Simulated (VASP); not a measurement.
A run of VASP 6.6.1 is set up as follows.

Contents of POSCAR:

```
WC
1.0
    1.5139462358     -2.4954588273      0.0000000000
    1.5139462358      2.4954588273      0.0000000000
    0.0000000000      0.0000000000      2.9607762295
W C
1 1
Direct
    0.5000000000      0.5000000000      0.5000000000
    0.0000000000      0.0000000000      0.0000000000
```

The input INCAR.step1:

```
SYSTEM = WC
  PREC = Accurate
  ENCUT = 520
  EDIFF = 1E-5
  ISMEAR = -1
  SIGMA = 0.05
  LREAL = .False.
  LASPH = .True.
  NELM = 60
  ALGO = Normal
  ISIF = 2
  LWAVE = .True.
  LCHARG = .False.
  NBANDS = 16
  GGA = PE
```

Contents of INCAR.step2:

```
SYSTEM = WC
  PREC = Accurate
  ENCUT = 520
  EDIFF = 1E-7
  ISMEAR = -1
  SIGMA = 0.05
  LREAL = .False.
  LASPH = .True.
  NELM = 60
  ALGO = Normal
  ISIF = 2
  LWAVE = .False.
  LCHARG = .False.
  GGA = PE
  LHFCALC = .True.
  AEXX = 0.25
  HFSCREEN = 0.3
  PRECFOCK = Normal
  NBANDS = 16
  ISTART = 1
```

Contents of KPOINTS:

```
regular mesh
0
Gamma
  5 5 3
  0 0 0
```

Potentials or basis: VASP PAW PBE potentials, release 64 (W_sv, C).

Launch:

```console
$ cat potpaw_PBE.64/W_sv/POTCAR potpaw_PBE.64/C/POTCAR > POTCAR
$ cp INCAR.step1 INCAR
$ mpirun -np 1 vasp_std > vasp.out
$ cp INCAR.step2 INCAR
$ mpirun -np 1 vasp_std > vasp.out
```

(1) What does it give for the pressure?

(2) What does it give for the band gap on the k mesh?

## Answers

(1) 0.0 GPa.

(2) zero (band 9 reaches 12.73 eV, above the bottom of band 10 at 10.30 eV).

Caveat: the k points lie up to 0.71 Å⁻¹ apart; the PAW data sets were made with another functional, which shifts forces and pressure a little; spin-orbit coupling is left out, which moves the levels of the heavy elements.
